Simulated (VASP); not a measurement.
# W (I4/mmm) in VASP: further runs, part 2 of 2

VASP 6.6.1. Earlier steps stand in the parts before.

### 3 Single point, PBEsol (strain -0.040 along x and y, +0.000 along z)

The input, INCAR:

```
SYSTEM = W
  ALGO = Fast
  EDIFF = 1E-6
  ENCUT = 520
  GGA = PS
  ISIF = 2
  ISMEAR = 0
  LASPH = .TRUE.
  LCHARG = .FALSE.
  LREAL = .FALSE.
  LWAVE = .FALSE.
  NBANDS = 13
  NELM = 100
  PREC = Accurate
  SIGMA = 0.15
```

The input, KPOINTS:

```
k-points
0
G
  20 20 20
  0 0 0
```

The input, POSCAR:

```
W
1.0
   -1.5334080000      1.5334080000      1.5973000000
    1.5334080000     -1.5334080000      1.5973000000
    1.5334080000      1.5334080000     -1.5973000000
W
1
Direct
    0.0000000000      0.0000000000      0.0000000000
```

Potentials or basis: VASP PAW PBE potentials, release 64 (W_sv).

The run is started by

```bash
$ cat potpaw_PBE.64/W_sv/POTCAR > POTCAR
$ mpirun -np 1 vasp_std > vasp.out
```

OUTCAR:

```text
SYSTEM = W
   EDIFF = 1E-6
   ENCUT = 520
   GGA = PS
   ISIF = 2
   ISMEAR = 0
   LASPH = .TRUE.
   LREAL = .FALSE.
   NELM = 100
   PREC = Accurate

 ion  position               nearest neighbor table
   1  0.000  0.000  0.000-

  LATTYP: Found a body centered tetragonal cell.
 ALAT       =     3.0668160000
 C/A-ratio  =     1.0416666667

  Lattice vectors:

 A1 = (  -1.5334080000,   1.5334080000,   1.5973000000)
 A2 = (   1.5334080000,  -1.5334080000,   1.5973000000)
 A3 = (   1.5334080000,   1.5334080000,  -1.5973000000)

Analysis of symmetry for initial positions (statically):
=====================================================================
 Subroutine PRICEL returns:
 Original cell was already a primitive cell.

 Routine SETGRP: Setting up the symmetry group for a
 body centered tetragonal supercell.

 Subroutine GETGRP returns: Found 16 space group operations
 (whereof 16 operations were pure point group operations)
 out of a pool of 16 trial point group operations.

The static configuration has the point symmetry D_4h.

Analysis of symmetry for dynamics (positions and initial velocities):
=====================================================================
 Subroutine PRICEL returns:
 Original cell was already a primitive cell.

 Routine SETGRP: Setting up the symmetry group for a
 body centered tetragonal supercell.

 Subroutine GETGRP returns: Found 16 space group operations
 (whereof 16 operations were pure point group operations)
 out of a pool of 16 trial point group operations.

The dynamic configuration has the point symmetry D_4h.

 Subroutine INISYM returns: Found 16 space group operations
 (whereof 16 operations are pure point group operations),
 and found     1 'primitive' translations

----------------------------------------------------------------------------------------

                                     Primitive cell

  volume of cell :      15.0232
[... 114 lines left out ...]
   AEXX    =    0.0000 exact exchange contribution
   IVDW    =     0    specifies the selected vdW correction
   LEPSILON=     F    determine dielectric tensor
   LRPA    =     F    only Hartree local field effects (RPA)
 non-spin polarized calculation
 RMM-DIIS sequential band-by-band and
 Gauss-broadening in eV      SIGMA  =   0.15
  energy-cutoff  :      520.00
  volume of cell :       15.02
 maximum number of plane-waves:       418
   NGX =  9   NGY =  9   NGZ =  9

 number of electron      14.0000000 magnetization

 Free energy of the ion-electron system (eV)
  ---------------------------------------------------
  ext. energy  EPLUGINS =         0.00000000
  ---------------------------------------------------
  free energy    TOTEN  =       -13.75648929 eV

  energy without entropy =      -13.75193556  energy(sigma->0) =      -13.75421243

 E-fermi :  12.1019     XC(G=0): -14.0677

 val. band max:       12.0834456183   @ k =  -0.2000   0.3500   0.2000
 cond. band min:      12.1042989043   @ k =  -0.1500  -0.1500   0.1500
 fundamental gap:      0.0208532860
 Fermi energy:        12.1019225283

 k-point     1 :       0.0000    0.0000    0.0000
  band No.  band energies     occupation
      1     -62.0138      2.00000
      2     -25.4934      2.00000
      3     -25.4785      2.00000
      4     -25.4785      2.00000
      5       2.1192      2.00000
      6      10.5664      2.00000
      7      10.5664      2.00000
      8      11.1296      2.00000
      9      14.0253      0.00000
     10      14.7926      0.00000
     11      26.2149      0.00000
     12      27.0168      0.00000
     13      27.0168      0.00000
[... 354 lines left out ...]
  band No.  band energies     occupation
      1     -61.8892      2.00000
      2     -26.6399      2.00000
      3     -25.8347      2.00000
      4     -25.5055      2.00000
      5       5.4175      2.00000
      6       8.9782      2.00000
      7      10.3175      2.00000
      8      13.7317      0.00000
      9      15.0958      0.00000
     10      15.6790      0.00000
     11      25.8527      0.00000
     12      27.0551      0.00000
     13      33.9559      0.00000

 [... further k-points ...]

------------------------ aborting loop because EDIFF is reached ----------------------------------------

  FORCE on cell =-STRESS in cart. coord.  units (eV):
  Direction    XX          YY          ZZ          XY          YZ          ZX
  --------------------------------------------------------------------------------------
  -------------------------------------------------------------------------------------
  Total        2.0189825      2.0189825      0.6122195      0.0000000      0.0000000      0.0000000
  in kB      215.3184263    215.3184263     65.2913761      0.0000000      0.0000000      0.0000000
  external PRESSURE =     165.3094096 kB  Pullay stress =       0.0000000 kB

 VOLUME and BASIS-vectors are now :
 -----------------------------------------------------------------------------
  energy-cutoff  :      520.00
  volume of cell :       15.02
      direct lattice vectors                 reciprocal lattice vectors
    -1.533408000  1.533408000  1.597300000     0.000000000  0.326071078  0.313028235
     1.533408000 -1.533408000  1.597300000     0.326071078  0.000000000  0.313028235
     1.533408000  1.533408000 -1.597300000     0.326071078  0.326071078  0.000000000

 POSITION                                       TOTAL-FORCE (eV/Angst)
 -----------------------------------------------------------------------------------
      0.00000      0.00000      0.00000        -0.000000      0.000000     -0.000000
 -----------------------------------------------------------------------------------
    total drift:                                0.000000      0.000000      0.000000

  FREE ENERGIE OF THE ION-ELECTRON SYSTEM (eV)
  ---------------------------------------------------
  free  energy   TOTEN  =       -13.7564892867 eV

  energy  without entropy=      -13.7519355639  energy(sigma->0) =      -13.75421243
```

Run time: 2.4 min. Hardware: 1 thread of Intel Xeon 8259CL, shared host; peak memory 0.22 GiB.

What came out:

* Free energy: -13.7565 eV
* Pressure: 16.5 GPa
* Band gap on the k mesh: zero (bands 7 and 8 overlap by 6.49 eV)

Caveat: the cell differs from its parent crystal (strain -0.040 along x and y, +0.000 along z); the stress differs along the axes, from 7 to 22 GPa; the PAW data sets were made with another functional, which shifts forces and pressure a little; spin-orbit coupling is left out, which moves the levels of the heavy elements.

### 4 Single point, PBEsol (strain +0.000 along x and y, -0.040 along z)

The input, INCAR:

```
SYSTEM = W
PREC = Accurate ; ENCUT = 520
EDIFF = 1E-7 ; ISMEAR = 0
SIGMA = 0.15 ; LREAL = .False.
LASPH = .True. ; NELM = 100
ALGO = Fast ; ISIF = 2
LWAVE = .False. ; LCHARG = .False.
GGA = PS ; NBANDS = 13
```

The input, KPOINTS:

```
regular mesh
0
Gamma
  20 20 20
  0 0 0
```

The input, POSCAR:

```
W
1.0
   -1.5973000000      1.5973000000      1.5334080000
    1.5973000000     -1.5973000000      1.5334080000
    1.5973000000      1.5973000000     -1.5334080000
W
1
Direct
    0.0000000000      0.0000000000      0.0000000000
```

The run is started by

```bash
$ cat potpaw_PBE.64/W_sv/POTCAR > POTCAR
$ mpirun -np 1 vasp_std > vasp.out
```

Wall time 2.8 min (1 thread of Intel Xeon 8259CL, shared host); peak memory 0.23 GiB.

It converged, with:

* Free energy: -13.7905 eV
* Pressure: 1.8 GPa
* Band gap on the k mesh: zero (bands 7 and 8 overlap by 6.40 eV)

Stress tensor (GPa, compression positive):
```
-3.20  0.00  0.00
 0.00 -3.20  0.00
 0.00  0.00 11.79
```

Levels at points of the mesh, in eV from the Fermi level:
```tsv
k point	band 5	band 6	band 7	band 8	band 9	band 10
(0.00, 0.00, 0.00)	-9.75	-1.65	-1.08	-1.08	1.84	2.60
(0.50, 0.00, 0.00)	-6.40	-3.85	0.83	2.24	3.43	6.27
(0.50, 0.50, 0.00)	-6.41	-3.27	0.50	1.65	2.89	6.17
(0.50, 0.50, 0.50)	-6.04	-5.93	5.19	5.19	5.37	7.96
```

Caveat: the cell differs from its parent crystal (strain +0.000 along x and y, -0.040 along z); the stress differs along the axes, from -3 to 12 GPa; the PAW data sets were made with another functional, which shifts forces and pressure a little; spin-orbit coupling is left out, which moves the levels of the heavy elements.

### 5 Summary

| cell | further INCAR settings | gap on the mesh (eV) | pressure (GPa) |
| --- | --- | --- | --- |
| a = 2.620 Å, angles 108.3, 108.3, 111.8°, 1 atom | ALGO = Fast; EDIFF = 1e-07; NBANDS = 13 | none | 55.0 |
| a = 2.693 Å, angles 110.6, 110.6, 107.3°, 1 atom | ALGO = Fast; EDIFF = 1e-06; NBANDS = 13 | none | 16.5 |
| a = 2.730 Å, angles 108.4, 108.4, 111.7°, 1 atom | ALGO = Fast; EDIFF = 1e-07; NBANDS = 13 | none | 1.8 |

Alike in all rows: task single point; level PBEsol; potentials or basis VASP PAW PBE potentials, release 64 (W_sv); no spin polarisation; k mesh 20 × 20 × 20; cutoff (eV) 520; smearing gaussian 0.15 eV.

Caveats: the PAW data sets were made with another functional, which shifts forces and pressure a little; spin-orbit coupling is left out, which moves the levels of the heavy elements; the stress differs along the axes, from 48 to 68 GPa (at least some runs); the stress differs along the axes, from 7 to 22 GPa (at least some runs); the stress differs along the axes, from -3 to 12 GPa (at least some runs).

Total energies depend on the potentials used, so only differences within one code and one set of settings carry meaning.

The gap in the log of VASP goes by the Fermi energy; the results here count the filled bands.